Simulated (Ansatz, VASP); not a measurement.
## Two plane-wave programs on PtS2

File INCAR:

```
SYSTEM = PtS2
PREC = Accurate
ENCUT = 520
EDIFF = 1E-6
ISMEAR = 0
SIGMA = 0.02
LREAL = .False.
LASPH = .True.
NELM = 100
ALGO = Normal
ISIF = 2
LWAVE = .False.
LCHARG = .True.
LDIPOL = .True.
IDIPOL = 3
DIPOL = 0.5 0.5 0.500
GGA = PE
IVDW = 12
LELF = .True.
LVHAR = .True.
LVACPOTAV = .True.
NBANDS = 18
```

KPOINTS

```
Automatic mesh
0
Gamma
  9 9 1
  0 0 0
```

File POSCAR:

```
PtS2
1.0
    3.5890000000      0.0000000000      0.0000000000
   -1.7945000000      3.1081651742      0.0000000000
    0.0000000000      0.0000000000     30.8254864268
S Pt
2 1
Direct
    0.6666666667      0.3333333333      0.4597086650
    0.3333333333      0.6666666667      0.5402913350
    0.0000000000      0.0000000000      0.5000000000
```

Input for Ansatz:

```yaml
crystal:
  lattice:
    - [3.589, 0.0, 0.0]
    - [-1.7945, 3.1081651742, 0.0]
    - [0.0, 0.0, 30.8254864268]
  atoms:
    - { symbol: S, position: [0.6666666667, 0.3333333333, 0.459708665] }
    - { symbol: Pt, position: [0.0, 0.0, 0.5] }
    - { symbol: S, position: [0.3333333333, 0.6666666667, 0.540291335] }
  periodic: [true, true, false]
basis:
  ecutwfc: 420
kpoints:
  mp_grid: { grid: [9, 9, 1] }
hamiltonian:
  xc: pbe
  dispersion: d3bj
scf:
  occupations: { method: gaussian, width: 0.02 }
output:
  forces: true
  stress: true
  eigenvalues: true
```

Alike in both runs: task single point; functional PBE; dispersion D3(BJ); k mesh 9 × 9 × 1; occupations gaussian, width 0.02 eV; no spin polarisation.

```csv
,VASP,Ansatz
version,VASP 6.6.1,Ansatz 0.2.0
potentials or method,"VASP PAW PBE potentials, release 64 (S, Pt), cutoff 520 eV","scalar-relativistic, plane waves, PAW"
valence electrons in the cell,22,30
```

Ansatz gave:

```
gap on the k mesh at the Fermi level (eV) : 1.78
least direct gap on the mesh (eV)         : 1.85
rms of the force components (eV/Å)        : 0.153
```

Which values does VASP return?

gap on the k mesh at the Fermi level (eV): 1.78; least direct gap on the mesh (eV): 1.85; rms of the force components (eV/Å): 0.170.

VASP's potentials hold 22 valence electrons a cell and Ansatz's 30, so a difference there can come from the potentials and not from the codes.

Neither program's run includes spin-orbit coupling.
